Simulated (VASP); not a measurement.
# H4C in VASP: further runs, part 2 of 2

VASP 6.6.1. The steps go on from the part before.

### 4 Single point, PBE+D3(BJ)

Input file INCAR:

```
PREC = Accurate
ENCUT = 520
EDIFF = 1E-7
ISMEAR = -1
SIGMA = 0.02
LREAL = Auto
LASPH = T
NELM = 80
ALGO = Normal
ISIF = 2
LWAVE = F
LCHARG = T
GGA = PE
IVDW = 12
LELF = T
LVHAR = T
NBANDS = 45
```

Input file KPOINTS:

```
regular mesh
0
Gamma
  1 1 1
```

Input file POSCAR:

```
H4C
1.0
    7.2304270000      0.0000000000      0.0000000000
    0.0000000000      7.2304270000      0.0000000000
    0.0000000000      0.0000000000      7.2304270000
C H
6 24
Direct
    0.9464586255      0.2572600484      1.0476836292
    0.7704524228      0.4235296200      0.4289096619
    0.0289056234     -0.0514077523      0.5521942203
    0.3828127993      0.7259737219      0.7747121989
    0.3800743718      0.9107345942      0.2509671974
    0.4191592004      0.1989509057      0.7204968669
    0.8145991931      0.1695335559      1.0300498159
    0.9081759625      0.3811393158      1.1175688517
    0.9873552420      0.3175607748      0.9167231755
    1.0450558452      0.1494794153      1.1013319130
    0.8310435884      0.2744097963      0.4230040632
    0.6152748655      0.3487207602      0.4214135624
    0.7757909733      0.5274377295      0.3213503158
    0.7725961413      0.4731809062      0.5876554732
    0.1610416646     -0.1059965062      0.4806493448
    0.0379922237      0.1023452695      0.5867841553
    0.0419615605     -0.1172544858      0.6845653791
   -0.1053326449     -0.0682394000      0.4831249939
    0.4907040760      0.7113964362      0.6801258072
    0.2853358453      0.6039339032      0.7315197291
    0.3282931976      0.8509732551      0.8066466891
    0.4651454195      0.7240236296      0.9060322440
    0.2810345779      1.0017250710      0.2065299878
    0.3342956094      0.7932864823      0.3419853350
    0.4946319215      0.9887244557      0.3142691296
    0.4225753195      0.7812954892      0.1840831807
    0.3949559272      0.3528007405      0.6897932861
    0.2786557419      0.1213621270      0.7105666097
    0.4495308507      0.1858949686      0.8661175889
    0.5268568509      0.1392310579      0.6252604445
```

On the command line:

```
> cat potpaw_PBE.64/C/POTCAR potpaw_PBE.64/H/POTCAR > POTCAR
> mpirun -np 1 vasp_gam > vasp.out
```

Wall time 1.8 min (1 thread of AMD EPYC 7R13, shared host); peak memory 0.33 GiB.

Results (log left out):

```
Free energy                : -141.0036 eV
Pressure                   : -1.0 GPa
Largest force              : 5.992 eV/Å
Band gap on the k mesh     : 5.47 eV
Dispersion energy per atom : -0.027 eV
```

Forces in eV/Å, atoms in the order of the input:
```
C   -1.246 -2.183 -0.961
C   -3.478 -3.541  3.357
C    1.346  1.234 -0.197
C    0.276 -4.041  1.266
C    2.469 -3.333  2.138
C   -1.791  0.515 -0.931
H    0.962  1.039 -0.172
H    0.209  0.231  1.468
H    0.367 -0.626 -0.802
H   -0.156  1.410  0.097
H    0.595  2.294 -0.400
H    1.979  1.969  0.004
H    0.567 -0.037 -0.082
H    0.208 -0.413 -2.637
H   -1.881  1.012  0.244
H    0.222 -1.105 -0.580
H   -0.726 -0.546  0.774
H    0.271 -0.556 -0.049
H    1.271  0.804 -1.819
H    0.862  1.715  1.489
H   -1.770  2.876 -0.732
H   -0.585 -1.568 -0.112
H   -2.055  0.927 -1.305
H   -0.806  1.746  1.366
H   -0.030 -0.517 -0.054
H    0.878  1.133 -2.408
H    0.336 -1.691  0.142
H    1.709  0.982 -0.393
H    0.735 -0.001  0.491
H   -0.736  0.273  0.798
```

Stress tensor (GPa, compression positive):
```
-1.23 -2.05 -1.22
-2.05 -3.66 -0.74
-1.22 -0.74  1.80
```

Levels at points of the mesh, in eV from the valence-band top:
| k point | band 20 | band 21 | band 22 | band 23 | band 24 | band 25 | band 26 | band 27 | band 28 | band 29 |
| --- | --- | --- | --- | --- | --- | --- | --- | --- | --- | --- |
| (0.00, 0.00, 0.00) | -1.40 | -1.17 | -0.79 | -0.62 | 0.00 | 5.47 | 7.23 | 7.82 | 7.92 | 8.11 |

Caveat: the k points lie up to 0.87 Å⁻¹ apart.

### 5 Single point, PBE+D3(BJ)

Input file INCAR:

```
SYSTEM = H4C
ALGO = Normal ; EDIFF = 1E-7
ENCUT = 520 ; GGA = PE
ISIF = 2 ; ISMEAR = -1
IVDW = 12 ; LASPH = .True.
LCHARG = .True. ; LELF = .True.
LREAL = Auto ; LVHAR = .True.
LWAVE = .False. ; NBANDS = 45
NELM = 80 ; PREC = Accurate
SIGMA = 0.02
```

Input file KPOINTS:

```
k-points
0
Gamma
  1 1 1
  0 0 0
```

Input file POSCAR:

```
H4C
1.0
    7.2304270000      0.0000000000      0.0000000000
    0.0000000000      7.2304270000      0.0000000000
    0.0000000000      0.0000000000      7.2304270000
C H
6 24
Direct
    0.9143581700      0.1073518895      1.0358724319
    0.7580050252      0.6088437101      0.5444906642
    0.0381028672      0.1280560609      0.5384329307
    0.2003754412      0.5291250434      0.8003814989
    0.4809812754      0.9301387041      0.1203525048
    0.5321539101      0.1265485427      0.7637861498
    1.0100786579      0.0111058448      0.9595145626
    0.9160316535      0.2270405330      0.9394742524
    0.9290737601      0.1774030773      1.1609134564
    0.7814752849      0.0420307127      1.0329403782
    0.7164998692      0.4655188414      0.5324305190
    0.7614211443      0.7087824827      0.4397942196
    0.9138879350      0.6796694027      0.5714185345
    0.6783693411      0.6787012717      0.6424516837
    0.0683638739      0.2186039635      0.4094640607
    0.0085610435      0.2156580794      0.6592695010
    0.1904728448      0.1066741978      0.5351412856
   -0.0785707400      0.0193626186      0.5385020829
    0.0693596658      0.6113055287      0.7568432680
    0.1451919783      0.3804616242      0.7779623527
    0.2773280195      0.4905242802      0.9358091853
    0.2797760077      0.5543241084      0.6725052338
    0.3113785673      0.9178157805      0.0955683530
    0.5132615266      0.8482071667      0.2398613526
    0.4385771407      1.0785531754      0.1181119732
    0.5797582909      0.8836269283      0.0138027809
    0.4576493200      0.0058779378      0.7204277147
    0.4684508951      0.2661945138      0.7565251679
    0.6170866534      0.1686207467      0.6431985276
    0.6070457526      0.1595203160      0.8962402912
```

Potentials or basis: VASP PAW PBE potentials, release 64 (C, H).

On the command line:

```
> cat potpaw_PBE.64/C/POTCAR potpaw_PBE.64/H/POTCAR > POTCAR
> mpirun -np 1 vasp_gam > vasp.out
```

OUTCAR:

```text
SYSTEM = H4C
   EDIFF = 1E-7
   ENCUT = 520
   GGA = PE
   ISIF = 2
   ISMEAR = -1
   IVDW = 12
   LASPH = .True.
   LREAL = Auto
   NELM = 80
   PREC = Accurate
 IVDW          = 12

 ion  position               nearest neighbor table
   1  0.914  0.107  0.036-   9 1.04  10 1.07   8 1.11   7 1.13
   2  0.758  0.609  0.544-  14 1.04  12 1.05  11 1.08  13 1.25
   3  0.038  0.128  0.538-  16 1.10  17 1.11  18 1.15  15 1.16
   4  0.200  0.529  0.800-  22 1.10  20 1.16  21 1.16  19 1.16
   5  0.481  0.930  0.120-  24 1.07  26 1.10  25 1.12  23 1.24
   6  0.532  0.127  0.764-  27 1.07  29 1.11  28 1.11  30 1.13
   7  0.010  0.011  0.960-   1 1.13
   8  0.916  0.227  0.939-   1 1.11
   9  0.929  0.177  0.161-   1 1.04
  10  0.781  0.042  0.033-   1 1.07
  11  0.716  0.466  0.532-   2 1.08
  12  0.761  0.709  0.440-   2 1.05
[... 16 lines left out ...]
  29  0.617  0.169  0.643-   6 1.11
  30  0.607  0.160  0.896-   6 1.13

  LATTYP: Found a simple cubic cell.
 ALAT       =     7.2304270000

  Lattice vectors:

 A1 = (   7.2304270000,   0.0000000000,   0.0000000000)
[... 214 lines left out ...]
 Fermi energy:        -4.6722423791

 k-point     1 :       0.0000    0.0000    0.0000
  band No.  band energies     occupation
      1     -15.4731      2.00000
      2     -15.3023      2.00000
      3     -14.9269      2.00000
      4     -14.8166      2.00000
      5     -14.6225      2.00000
      6     -14.5550      2.00000
[... 28 lines left out ...]
     35       4.1247      0.00000
     36       4.4966      0.00000
 [bands above 36 left out]

------------------------ aborting loop because EDIFF is reached ----------------------------------------

 Edisp (eV)   -0.81364

 E8    (eV) :    -0.1710

  FORCE on cell =-STRESS in cart. coord.  units (eV):
  Direction    XX          YY          ZZ          XY          YZ          ZX
  --------------------------------------------------------------------------------------
  -------------------------------------------------------------------------------------
  Total      -5.82337    -4.49091     3.47661    -3.03733     1.14104     1.35366
  in kB     -24.68274   -19.03501    14.73583   -12.87394     4.83636     5.73759
  external pressure =       -9.66 kB  Pullay stress =        0.00 kB

 VOLUME and BASIS-vectors are now :
 -----------------------------------------------------------------------------
  energy-cutoff  :      520.00
  volume of cell :      378.00
      direct lattice vectors                 reciprocal lattice vectors
     7.230427000  0.000000000  0.000000000     0.138304418  0.000000000  0.000000000
     0.000000000  7.230427000  0.000000000     0.000000000  0.138304418  0.000000000
     0.000000000  0.000000000  7.230427000     0.000000000  0.000000000  0.138304418

 POSITION                                       TOTAL-FORCE (eV/Angst)
 -----------------------------------------------------------------------------------
      6.61120      0.77620      0.25937         0.244725      0.117296     -3.276771
      5.48070      4.40220      3.93690         3.610703      2.084393      0.873030
      0.27550      0.92590      3.89310         0.521809      1.216912     -1.043233
      1.44880      3.82580      5.78710        -1.445863     -2.536770     -0.974672
      3.47770      6.72530      0.87020        -4.028559      0.129575     -0.940460
      3.84770      0.91500      5.52250         1.451926      3.765326     -0.624538
[... 22 lines left out ...]
      4.46180      1.21920      4.65060         0.889050     -0.816345      0.237318
      4.38920      1.15340      6.48020        -0.258910     -1.487665     -1.142546
 -----------------------------------------------------------------------------------
    total drift:                               -0.000828     -0.004891      0.017840

  FREE ENERGIE OF THE ION-ELECTRON SYSTEM (eV)
  ---------------------------------------------------
  free  energy   TOTEN  =      -139.5278303316 eV

  energy  without entropy=     -139.5278303316  energy(sigma->0) =     -139.52783033
```

OSZICAR:

```text
N       E                     dE             d eps       ncg     rms          rms(c)
DAV:   1     0.236213107137E+03    0.23621E+03   -0.20302E+04    90   0.871E+02
DAV:   2    -0.118568075891E+03   -0.35478E+03   -0.33733E+03   111   0.194E+02
DAV:   3    -0.155485205444E+03   -0.36917E+02   -0.36623E+02   124   0.659E+01
DAV:   4    -0.156544322364E+03   -0.10591E+01   -0.10567E+01   116   0.134E+01
DAV:   5    -0.156569902621E+03   -0.25580E-01   -0.25570E-01   124   0.195E+00    0.204E+01
DAV:   6    -0.141072373745E+03    0.15498E+02   -0.27018E+01   108   0.175E+01    0.955E+00
DAV:   7    -0.139256547946E+03    0.18158E+01   -0.48454E+00   124   0.762E+00    0.575E+00
DAV:   8    -0.138756347699E+03    0.50020E+00   -0.13188E+00   108   0.418E+00    0.204E+00
DAV:   9    -0.138699711557E+03    0.56636E-01   -0.19523E-01   100   0.157E+00    0.559E-01
DAV:  10    -0.138710800986E+03   -0.11089E-01   -0.39174E-02   100   0.712E-01    0.215E-01
DAV:  11    -0.138713610460E+03   -0.28095E-02   -0.27945E-03   100   0.273E-01    0.967E-02
DAV:  12    -0.138714323422E+03   -0.71296E-03   -0.11632E-03   100   0.188E-01    0.607E-02
DAV:  13    -0.138714242918E+03    0.80504E-04   -0.43459E-04   100   0.106E-01    0.375E-02
DAV:  14    -0.138714188484E+03    0.54434E-04   -0.86643E-05   116   0.410E-02    0.133E-02
DAV:  15    -0.138714185926E+03    0.25578E-05   -0.95036E-06   100   0.161E-02    0.489E-03
DAV:  16    -0.138714185876E+03    0.50971E-07   -0.16813E-06   124   0.612E-03    0.390E-03
DAV:  17    -0.138714185729E+03    0.14692E-06   -0.66906E-07   108   0.334E-03    0.989E-04
DAV:  18    -0.138714185697E+03    0.31858E-07   -0.64139E-08    76   0.120E-03
   1 F= -.13952783E+03 E0= -.13952783E+03  d E =-.211881E-11
```

stdout:

```text
POSCAR found type information on POSCAR C H
 POSCAR found :  2 types and      30 ions
 scaLAPACK will be used
 LDA part: xc-table for (Slater+PW92), standard interpolation
 POSCAR, INCAR and KPOINTS ok, starting setup
 FFT: planning ... GRIDC
 FFT: planning ... GRID_SOFT
 FFT: planning ... GRID
 WAVECAR not read
 entering main loop
```

Run time: 1.8 min. Hardware: 1 thread of AMD EPYC 7R13, shared host; peak memory 0.33 GiB.

What came out:

| Property | Result |
| --- | --- |
| Free energy | -139.5278 eV |
| Pressure | -1.0 GPa |
| Largest force | 4.260 eV/Å |
| Band gap on the k mesh | 5.67 eV |
| Dispersion energy per atom | -0.027 eV |

Forces in eV/Å, atoms in the order of the input:
```
C    0.245  0.117 -3.277
C    3.611  2.084  0.873
C    0.522  1.217 -1.043
C   -1.446 -2.537 -0.975
C   -4.029  0.130 -0.940
C    1.452  3.765 -0.625
H    0.127  0.444  1.502
H   -0.570 -0.301 -0.049
H    1.127 -0.107  1.993
H   -0.471 -0.049  0.006
H    0.791 -0.171 -0.504
H   -1.389  0.254 -2.753
H   -1.924 -2.677  0.476
H   -1.233  0.603  1.735
H   -1.977 -0.545  0.953
H    0.113  0.059 -0.486
H   -0.497 -1.673  1.084
H    1.845  0.735 -0.695
H    1.301 -0.327  2.123
H    0.457  1.337 -0.175
H   -0.896  1.934 -1.247
H    0.843 -0.177  0.605
H    2.756 -1.545 -0.298
H   -0.055  0.495  1.188
H    1.980  0.047  0.897
H   -1.044  0.270 -0.214
H   -0.643 -0.388  0.723
H   -1.625 -0.691  0.028
H    0.889 -0.816  0.237
H   -0.259 -1.488 -1.143
```

Stress tensor (GPa, compression positive):
```
-2.47 -1.29  0.57
-1.29 -1.90  0.48
 0.57  0.48  1.47
```

Caveat: the k points lie up to 0.87 Å⁻¹ apart.
